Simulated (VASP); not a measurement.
Wanted: the native input for a VASP 6.6.1 run.

- Task: single point
- Functional: r2SCAN
- Potentials or basis: VASP PAW PBE potentials, release 64 (Cr_pv)
- Cutoff: 520 eV
- k mesh: 11 × 11 × 11
- Occupations: fermi-dirac, width 0.05 eV
- Spin: collinear spin, antiferromagnetic start
- Starting moments: [3.4, -3.4] μB
- Dipole correction: no
- Further INCAR settings: ALGO = Normal; EDIFF = 1e-06; NBANDS = 23

The system is Cr.

```
CELL_PARAMETERS angstrom
0.00000 2.80359 2.80359
2.80359 0.00000 2.80359
2.80359 2.80359 0.00000
ATOMIC_POSITIONS crystal
Cr 0.12500 0.12500 0.12500
Cr 0.87500 0.87500 0.87500
```

This isn't the form of Cr at room conditions, which is bcc.

One way to write it, as run:

POSCAR

```
Cr
1.0
    0.0000000000      2.8035923668      2.8035923668
    2.8035923668      0.0000000000      2.8035923668
    2.8035923668      2.8035923668      0.0000000000
Cr
2
Direct
    0.1250000000      0.1250000000      0.1250000000
    0.8750000000      0.8750000000      0.8750000000
```

INCAR.step1

```
PREC = Accurate
ENCUT = 520
ISMEAR = -1
SIGMA = 0.05
LREAL = F
LASPH = T
NELM = 150
ISPIN = 2
MAGMOM = 3.4 -3.4
LMAXMIX = 4
NBANDS = 23
GGA = PE
ALGO = Normal
EDIFF = 1E-4
LWAVE = T
LCHARG = F
```

INCAR.step2

```
PREC = Accurate
ENCUT = 520
EDIFF = 1E-6
ISMEAR = -1
SIGMA = 0.05
LREAL = F
LASPH = T
NELM = 150
ALGO = Normal
ISIF = 2
LWAVE = F
LCHARG = T
ISPIN = 2
MAGMOM = 3.4 -3.4
LORBIT = 11
LMAXMIX = 4
METAGGA = R2SCAN
LMIXTAU = T
LELF = T
LVHAR = T
NBANDS = 23
ISTART = 1
```

KPOINTS

```
regular mesh
0
Gamma
  11 11 11
```

Potentials or basis: VASP PAW PBE potentials, release 64 (Cr_pv).

Launch:

```console
$ cat potpaw_PBE.64/Cr_pv/POTCAR > POTCAR
$ cp INCAR.step1 INCAR
$ mpirun -np 1 vasp_std > vasp.out
$ cp INCAR.step2 INCAR
$ mpirun -np 1 vasp_std > vasp.out
```

Results of the run:

```yaml
Pressure: 1.1 GPa
Band_gap_on_the_k_mesh: zero (filled and empty bands overlap)
Net_moment: 0.00 μB per cell
Site_moments: Cr +3.58, -3.58 μB
Valence_electrons_inside_the_program's_atomic_spheres: Cr 10.96
```

Caveat: the antiferromagnetic order is the one typed at the start, and another may lie lower; the PAW data sets were made with another functional, which shifts forces and pressure a little.

Wall time 4.4 min on 1 thread of AMD EPYC 9R45 96-Core Processor (Zen 5), on a shared host, peak memory 0.21 GiB.
